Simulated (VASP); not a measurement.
CuI:

```
I Cu
1.0
     0.00000    3.03150    3.03150
     3.03150    0.00000    3.03150
     3.03150    3.03150    0.00000
I Cu
1 1
Direct
  0.00000 0.00000 0.00000
  0.75000 0.75000 0.75000
```

```yaml
Program: VASP 6.6.1
Task: relaxation of cell and atoms
Functional: LDA
Potentials_or_basis: VASP PAW LDA potentials, release 64 (I, Cu)
Cutoff: 600 eV
k_mesh: 8 × 8 × 8
Occupations: fermi-dirac, width 0.05 eV
Spin: no spin polarisation
```

At the start: pressure -4.3 GPa; volume 27.86 Å³/atom.

Task: How do energy, volume and symmetry change on relaxing?

Result: Over 7 steps the energy falls by 39.3 meV/atom and the volume is 25.26 Å³/atom (-9.3 %); space group F-43m (No. 216, to 0.1 Å) before and after.

Step by step:
| step | energy change (eV) | largest force (eV/Å) | pressure (GPa) | volume (Å³) |
| --- | --- | --- | --- | --- |
| 1 | 0.0000 | 0.0000 | -4.26 | 55.72 |
| 2 | -0.0777 | 0.0000 | 0.53 | 49.95 |
| 3 | -0.0786 | 0.0000 | 0.08 | 50.41 |
| 4 | -0.0786 | 0.0000 | -0.07 | 50.52 |
| 5 | -0.0786 | 0.0000 | -0.07 | 50.52 |
| 6 | -0.0786 | 0.0000 | -0.06 | 50.51 |
| 7 | -0.0786 | 0.0000 | -0.05 | 50.51 |

Final structure:
```
I Cu
1.0
     0.00000    2.93395    2.93395
     2.93395    0.00000    2.93395
     2.93395    2.93395    0.00000
I Cu
1 1
Direct
  0.00000 0.00000 0.00000
  0.75000 0.75000 0.75000
```
